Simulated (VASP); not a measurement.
PbSe:

```
Pb Se
1.0
     0.00000    3.03536    3.03536
     3.03536    0.00000    3.03536
     3.03536    3.03536    0.00000
Pb Se
1 1
Direct
  0.25000 0.25000 0.25000
  0.00000 0.00000 0.00000
```

The cell was generated, and may not be a known phase.

| Quantity | Value |
| --- | --- |
| Program | VASP 6.6.1 |
| Task | relaxation of cell and atoms |
| Functional | PBE |
| Potentials or basis | VASP PAW PBE potentials, release 64 (Pb_d, Se) |
| Cutoff | 600 eV |
| k mesh | 6 × 6 × 6 |
| Occupations | gaussian, width 0.1 eV |
| Spin | no spin polarisation |

At the start: pressure 25.5 GPa; volume 27.97 Å³/atom.

**Question.** Where does the relaxation end?

**Answer.** Over 4 steps the energy falls by 760.7 meV/atom and the volume is 41.13 Å³/atom (+47.1 %); space group F-43m (No. 216, to 0.1 Å) before and after.

The path:
```tsv
step	energy change (eV)	largest force (eV/Å)	pressure (GPa)	volume (Å³)
1	0.0000	0.0000	25.45	55.93
2	-1.2550	0.0000	-3.99	100.15
3	-1.5213	0.0000	0.17	81.67
4	-1.5215	0.0000	-0.05	82.25
```

Final structure:
```cif
data_structure
_symmetry_space_group_name_H-M 'P 1'
_symmetry_Int_Tables_number 1
_cell_length_a 4.8815
_cell_length_b 4.8815
_cell_length_c 4.8815
_cell_angle_alpha 60.000
_cell_angle_beta 60.000
_cell_angle_gamma 60.000
_cell_volume 82.25
loop_
_atom_site_label
_atom_site_type_symbol
_atom_site_fract_x
_atom_site_fract_y
_atom_site_fract_z
_atom_site_occupancy
Pb1 Pb 0.25000 0.25000 0.25000 1
Se1 Se 0.00000 0.00000 0.00000 1
```

Caveat: the volume moved by over 15 % at a fixed basis, so the end points are rough.
